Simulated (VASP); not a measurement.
# Ga (I4/mmm) in VASP: single point with LDA

Aim: the single point of Ga with LDA.

Everything below comes from runs of VASP 6.6.1. Logs are shortened: lines on timing, memory, paths and dates and some standing lists are left out, and cuts for length are marked.

## Step 1: The cell of the first run

It takes space group I4/mmm (No. 139, tetragonal). The conventional cell has a = 3.791 Å, b = 3.791 Å, c = 8.091 Å, α = 90.00°, β = 90.00°, γ = 90.00°. Within 3.5 Å of Ga (site symmetry -4m2) lie 8 Ga at 2.68 to 2.77 Å. Within 3.8 Å of Ga (site symmetry 4/mmm) lie 12 Ga at 2.77 to 3.79 Å.

## Step 2: Single point, LDA

Input file INCAR:

```
ALGO = Normal
EDIFF = 1E-6
ENCUT = 520
ISIF = 2
ISMEAR = -1
LASPH = T
LCHARG = F
LREAL = F
LWAVE = F
NBANDS = 26
NELM = 80
PREC = Accurate
SIGMA = 0.1
```

Input file KPOINTS:

```
k-points
0
Gamma
  9 9 9
```

Input file POSCAR:

```
Ga
1.0
   -1.8956460000      1.8956460000      4.0457480000
    1.8956460000     -1.8956460000      4.0457480000
    1.8956460000      1.8956460000     -4.0457480000
Ga
3
Direct
    0.7500000000      0.2500000000      0.5000000000
    0.2500000000      0.7500000000      0.5000000000
    0.5000000000      0.5000000000      0.0000000000
```

Potentials or basis: VASP PAW LDA potentials, release 64 (Ga_d).

Run with:

```bash
$ cat potpaw_LDA.64/Ga_d/POTCAR > POTCAR
$ mpirun -np 1 vasp_std > vasp.out
```

OUTCAR:

```text
EDIFF = 1E-6
   ENCUT = 520
   ISIF = 2
   ISMEAR = -1
   LASPH = T
   LREAL = F
   NELM = 80
   PREC = Accurate

 ion  position               nearest neighbor table
   1  0.750  0.250  0.500-   2 2.68   2 2.68   2 2.68   2 2.68   3 2.77   3 2.77   3 2.77   3 2.77

   2  0.250  0.750  0.500-   1 2.68   1 2.68   1 2.68   1 2.68   3 2.77   3 2.77   3 2.77   3 2.77

   3  0.500  0.500  0.000-   2 2.77   1 2.77   2 2.77   1 2.77   1 2.77   2 2.77   1 2.77   2 2.77

  LATTYP: Found a body centered tetragonal cell.
 ALAT       =     3.7912920000
 C/A-ratio  =     2.1342318133

  Lattice vectors:

 A1 = (  -1.8956460000,   1.8956460000,   4.0457480000)
 A2 = (   1.8956460000,  -1.8956460000,   4.0457480000)
 A3 = (   1.8956460000,   1.8956460000,  -4.0457480000)

Analysis of symmetry for initial positions (statically):
=====================================================================
 Subroutine PRICEL returns:
 Original cell was already a primitive cell.

 Routine SETGRP: Setting up the symmetry group for a
 body centered tetragonal supercell.

 Subroutine GETGRP returns: Found 16 space group operations
 (whereof 16 operations were pure point group operations)
 out of a pool of 16 trial point group operations.

The static configuration has the point symmetry D_4h.

Analysis of symmetry for dynamics (positions and initial velocities):
=====================================================================
 Subroutine PRICEL returns:
 Original cell was already a primitive cell.

 Routine SETGRP: Setting up the symmetry group for a
 body centered tetragonal supercell.

 Subroutine GETGRP returns: Found 16 space group operations
 (whereof 16 operations were pure point group operations)
 out of a pool of 16 trial point group operations.

The dynamic configuration has the point symmetry D_4h.

 Subroutine INISYM returns: Found 16 space group operations
 (whereof 16 operations are pure point group operations),
 and found     1 'primitive' translations

----------------------------------------------------------------------------------------

                                     Primitive cell

  volume of cell :      58.1532

  direct lattice vectors                    reciprocal lattice vectors
    -1.895646000  1.895646000  4.045748000     0.000000000  0.263762327  0.123586541
     1.895646000 -1.895646000  4.045748000     0.263762327  0.000000000  0.123586541
     1.895646000  1.895646000 -4.045748000     0.263762327  0.263762327  0.000000000

  length of vectors
     4.853351872  4.853351872  4.853351872     0.291280274  0.291280274  0.373016260

  position of ions in fractional coordinates (direct lattice)
     0.750000000  0.250000000  0.500000000
     0.250000000  0.750000000  0.500000000
     0.500000000  0.500000000  0.000000000

  ion indices of the primitive-cell ions
   primitive index   ion index
                 1           1
                 2           2
                 3           3

----------------------------------------------------------------------------------------

 KPOINTS: k-points

Automatic generation of k-mesh.
 Grid dimensions read from file:
 generate k-points for:    9    9    9

 Generating k-lattice:

  Cartesian coordinates                     Fractional coordinates (reciprocal lattice)
     0.000000000  0.029306925  0.013731838     0.111111111  0.000000000  0.000000000
     0.029306925  0.000000000  0.013731838     0.000000000  0.111111111  0.000000000
     0.029306925  0.029306925  0.000000000     0.000000000  0.000000000  0.111111111

  Length of vectors
     0.032364475  0.032364475  0.041446251

  Shift w.r.t. Gamma in fractional coordinates (k-lattice)
     0.000000000  0.000000000  0.000000000

 Subroutine IBZKPT returns following result:
 ===========================================

 Found     75 irreducible k-points:

 Following reciprocal coordinates:
            Coordinates               Weight
  0.000000  0.000000  0.000000      1.000000
  0.111111  0.000000  0.000000      8.000000
  0.222222  0.000000  0.000000      8.000000
  0.333333  0.000000  0.000000      8.000000
  0.444444  0.000000  0.000000      8.000000
  0.111111  0.111111  0.000000      8.000000
[... 16 lines left out ...]
 -0.333333  0.333333  0.000000      4.000000
  0.444444  0.444444  0.000000      8.000000
 [... further k-points ...]
   k-points           NKPTS =     75   k-points in BZ     NKDIM =     75   number of bands    NBANDS=     26
   number of dos      NEDOS =    301   number of ions     NIONS =      3
   total plane-waves  NPLWV =  46656
   dimension x,y,z NGX =    36 NGY =   36 NGZ =   36
   dimension x,y,z NGXF=    72 NGYF=   72 NGZF=   72
   ions per type =               3
   NGX,Y,Z   is equivalent  to a cutoff of  12.33, 12.33, 12.33 a.u.
   NGXF,Y,Z  is equivalent  to a cutoff of  24.66, 24.66, 24.66 a.u.
 SYSTEM =  unknown system
   PREC   = accura    normal or accurate (medium, high low for compatibility)
   ISTART =      0    job   : 0-new  1-cont  2-samecut
   ICHARG =      2    charge: 1-file 2-atom 10-const
   ISPIN  =      1    spin polarized calculation?
   LNONCOLLINEAR =      F non collinear calculations
   LSORBIT =      F    spin-orbit coupling
   LASPH  =      T    aspherical Exc in radial PAW
   ENCUT  =  520.0 eV  38.22 Ry    6.18 a.u.   9.02  9.02  9.02*2*pi/ulx,y,z
   NELM   =     80;   NELMIN=  2; NELMDL= -5     # of ELM steps
   EDIFF  = 0.1E-05   stopping-criterion for ELM
   LREAL  =      F    real-space projection
   EDIFFG = 0.1E-04   stopping-criterion for IOM
   NSW    =      0    number of steps for IOM
   IBRION =     -1    ionic relax: 0-MD 1-quasi-New 2-CG
   NFREE  =      0    steps in history (QN), initial steepest desc. (CG)
   ISIF   =      2    stress and relaxation
   ISYM   =      2    0-nonsym 1-usesym 2-fastsym
   POTIM  = 0.5000    time-step for ionic-motion
   TEBEG  =    0.0;   TEEND  =   0.0 temperature during run
   PSTRESS=    0.0 pullay stress
   NELECT =      39.0000    total number of electrons
   NUPDOWN=      -1.0000    fix difference up-down
   EMIN   =  10.00;   EMAX   =-10.00  energy-range for DOS
   EFERMI =   0.00;   METHOD = LEGACY
   ISMEAR =    -1;   SIGMA  =   0.10  broadening in eV -4-tet -1-fermi 0-gaus
   EFERMI_NEDOS =   21; number of points for ismear=-14 and -15
   IALGO  =     38    algorithm
   IMIX   =      4    mixing-type and parameters
     AMIX     =   0.40;   BMIX     =  1.00
     AMIX_MAG =   1.60;   BMIX_MAG =  1.00
  volume/ion in A,a.u.               =      19.38       130.81
  Fermi-wavevector in a.u.,A,eV,Ry     =   1.432975  2.707930 27.938438  2.053417
  Thomas-Fermi vector in A             =   2.552544
   LORBIT       =      0    0 simple, 1 ext, 2 COOP (PROOUT), +10 PAW based schemes
   GGA     = CA    functional components
   LHFCALC =     F    Hartree Fock is set to
   AEXX    =    0.0000 exact exchange contribution
   IVDW    =     0    specifies the selected vdW correction
   LEPSILON=     F    determine dielectric tensor
   LRPA    =     F    only Hartree local field effects (RPA)
 non-spin polarized calculation
  energy-cutoff  :      520.00
  volume of cell :       58.15
 maximum number of plane-waves:      1581
   NGX = 19   NGY = 19   NGZ = 19

 number of electron      38.9999994 magnetization

 Free energy of the ion-electron system (eV)
  ---------------------------------------------------
  ext. energy  EPLUGINS =         0.00000000
  ---------------------------------------------------
  free energy    TOTEN  =       -10.51944096 eV

  energy without entropy =      -10.46872450  energy(sigma->0) =      -10.49408273

 E-fermi :   4.8595     XC(G=0): -11.0288

 val. band max:        4.8278386114   @ k =  -0.3333   0.2222   0.0000
 cond. band min:       4.8602832195   @ k =  -0.1111  -0.2222   0.1111
 fundamental gap:      0.0324446080
 Fermi energy:         4.8595348236

 k-point     1 :       0.0000    0.0000    0.0000
  band No.  band energies     occupation
      1     -10.4762      2.00000
      2     -10.3519      2.00000
      3     -10.3414      2.00000
      4     -10.1921      2.00000
      5     -10.1921      2.00000
      6     -10.1893      2.00000
[... 18 lines left out ...]
     25       9.4352      0.00000
     26      11.0535      0.00000

 k-point     2 :       0.1111    0.0000    0.0000
  band No.  band energies     occupation
      1     -10.4577      2.00000
      2     -10.3485      2.00000
      3     -10.3205      2.00000
      4     -10.2251      2.00000
      5     -10.2204      2.00000
      6     -10.1583      2.00000
[... 18 lines left out ...]
     25      10.0856      0.00000
     26      12.0180      0.00000

 k-point     3 :       0.2222    0.0000    0.0000
  band No.  band energies     occupation
      1     -10.4040      2.00000
      2     -10.3324      2.00000
      3     -10.2740      2.00000
      4     -10.2557      2.00000
      5     -10.2258      2.00000
      6     -10.1386      2.00000
[... 18 lines left out ...]
     25      11.8452      0.00000
     26      11.9195      0.00000

 k-point     4 :       0.3333    0.0000    0.0000
  band No.  band energies     occupation
      1     -10.3240      2.00000
      2     -10.3135      2.00000
      3     -10.2740      2.00000
      4     -10.2166      2.00000
      5     -10.1940      2.00000
      6     -10.1296      2.00000
[... 18 lines left out ...]
     25      11.2743      0.00000
     26      12.4030      0.00000

 k-point     5 :       0.4444    0.0000    0.0000
  band No.  band energies     occupation
      1     -10.2989      2.00000
      2     -10.2975      2.00000
      3     -10.2075      2.00000
      4     -10.1674      2.00000
      5     -10.1351      2.00000
      6     -10.1281      2.00000
[... 18 lines left out ...]
     25      11.6554      0.00000
     26      11.9869      0.00000

 k-point     6 :       0.1111    0.1111    0.0000
  band No.  band energies     occupation
      1     -10.4433      2.00000
      2     -10.3499      2.00000
      3     -10.2950      2.00000
      4     -10.2532      2.00000
      5     -10.2444      2.00000
      6     -10.1412      2.00000
[... 427 lines left out ...]
 k-point    21 :       0.4444    0.3333   -0.0000
  band No.  band energies     occupation
      1     -10.3310      2.00000
      2     -10.3008      2.00000
      3     -10.2758      2.00000
      4     -10.2714      2.00000
      5     -10.2031      2.00000
      6     -10.1440      2.00000
[... 18 lines left out ...]
     25      13.2065      0.00000
     26      14.8546      0.00000

 k-point    22 :      -0.4444    0.3333   -0.0000
  band No.  band energies     occupation
      1     -10.3326      2.00000
      2     -10.2998      2.00000
      3     -10.2838      2.00000
      4     -10.2367      2.00000
      5     -10.1986      2.00000
      6     -10.1574      2.00000
[... 18 lines left out ...]
     25      13.2494      0.00000
     26      15.5906      0.00000

 k-point    23 :      -0.3333    0.3333    0.0000
  band No.  band energies     occupation
      1     -10.3574      2.00000
      2     -10.2941      2.00000
      3     -10.2350      2.00000
      4     -10.2212      2.00000
      5     -10.1746      2.00000
      6     -10.1685      2.00000
[... 18 lines left out ...]
     25      13.8868      0.00000
     26      14.6398      0.00000

 k-point    24 :       0.4444    0.4444    0.0000
  band No.  band energies     occupation
      1     -10.3367      2.00000
      2     -10.3228      2.00000
      3     -10.3091      2.00000
      4     -10.2494      2.00000
      5     -10.1965      2.00000
      6     -10.1680      2.00000
[... 18 lines left out ...]
     25      11.5652      0.00000
     26      17.0740      0.00000

 [... further k-points ...]

------------------------ aborting loop because EDIFF is reached ----------------------------------------

  FORCE on cell =-STRESS in cart. coord.  units (eV):
  Direction    XX          YY          ZZ          XY          YZ          ZX
  --------------------------------------------------------------------------------------
  -------------------------------------------------------------------------------------
  Total       -0.2392529     -0.2392529     -1.6919066      0.0000000      0.0000000      0.0000000
  in kB       -6.5916546     -6.5916546    -46.6137087      0.0000000      0.0000000      0.0000000
  external PRESSURE =     -19.9323393 kB  Pullay stress =       0.0000000 kB

 VOLUME and BASIS-vectors are now :
 -----------------------------------------------------------------------------
  energy-cutoff  :      520.00
  volume of cell :       58.15
      direct lattice vectors                 reciprocal lattice vectors
    -1.895646000  1.895646000  4.045748000     0.000000000  0.263762327  0.123586541
     1.895646000 -1.895646000  4.045748000     0.263762327  0.000000000  0.123586541
     1.895646000  1.895646000 -4.045748000     0.263762327  0.263762327  0.000000000

 POSITION                                       TOTAL-FORCE (eV/Angst)
 -----------------------------------------------------------------------------------
      0.00000      1.89565      2.02287         0.000000      0.000000      0.000000
      1.89565      0.00000      2.02287        -0.000000     -0.000000      0.000000
      0.00000      0.00000      4.04575        -0.000000     -0.000000     -0.000000
 -----------------------------------------------------------------------------------
    total drift:                               -0.000000      0.000000     -0.000000

  FREE ENERGIE OF THE ION-ELECTRON SYSTEM (eV)
  ---------------------------------------------------
  free  energy   TOTEN  =       -10.5194409629 eV

  energy  without entropy=      -10.4687245021  energy(sigma->0) =      -10.49408273
```

It took 2.7 min on 1 thread of Intel Xeon 8259CL, shared host; peak memory 0.22 GiB.

What came out:

```
Free energy            : -10.5194 eV
Pressure               : -2.0 GPa
Band gap on the k mesh : zero (an odd number of electrons rules out a gap without spin polarisation)
```

The gap in the log of VASP goes by the Fermi energy; the results here count the filled bands.